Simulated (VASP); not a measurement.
Write the native input for VASP 6.6.1 that does the following.

```yaml
Task: single point
Functional: PBEsol
Potentials_or_basis: VASP PAW PBE potentials, release 64 (Pd)
Cutoff: 520 eV
k_mesh: 20 × 20 × 20
Occupations: fermi-dirac, width 0.1 eV
Spin: no spin polarisation
Dipole_correction: no
Further_INCAR_settings: ALGO = Normal; EDIFF = 1e-06; NBANDS = 11
```

The structure of Pd lies in POSCAR:

```
Pd
1.0
    2.5666279490      0.0000000000      0.0000000000
    0.0000000000      2.5666279490      0.0000000000
    0.0000000000      0.0000000000      2.5666279490
Pd
1
Direct
    0.0000000000      0.0000000000      0.0000000000
```

The input as run:

INCAR

```
SYSTEM = Pd
ALGO = Normal ; EDIFF = 1E-6
ENCUT = 520 ; GGA = PS
ISIF = 2 ; ISMEAR = -1
LASPH = .TRUE. ; LCHARG = .FALSE.
LREAL = .FALSE. ; LWAVE = .FALSE.
NBANDS = 11 ; NELM = 100
PREC = Accurate ; SIGMA = 0.1
```

KPOINTS

```
k-points
0
G
  20 20 20
  0 0 0
```

Potentials or basis: VASP PAW PBE potentials, release 64 (Pd).

Command:

```sh
$ cat potpaw_PBE.64/Pd/POTCAR > POTCAR
$ mpirun -np 1 vasp_std > vasp.out
```

It gave:

* Pressure: -0.4 GPa
* Band gap on the k mesh: zero (band 5 reaches 9.10 eV, above the bottom of band 6 at 7.08 eV)

Caveat: the PAW data sets were made with another functional, which shifts forces and pressure a little.

Run time: 30 s on 1 thread of Intel(R) Xeon(R) Platinum 8488C (Sapphire Rapids), on a shared host, peak memory 0.16 GiB.
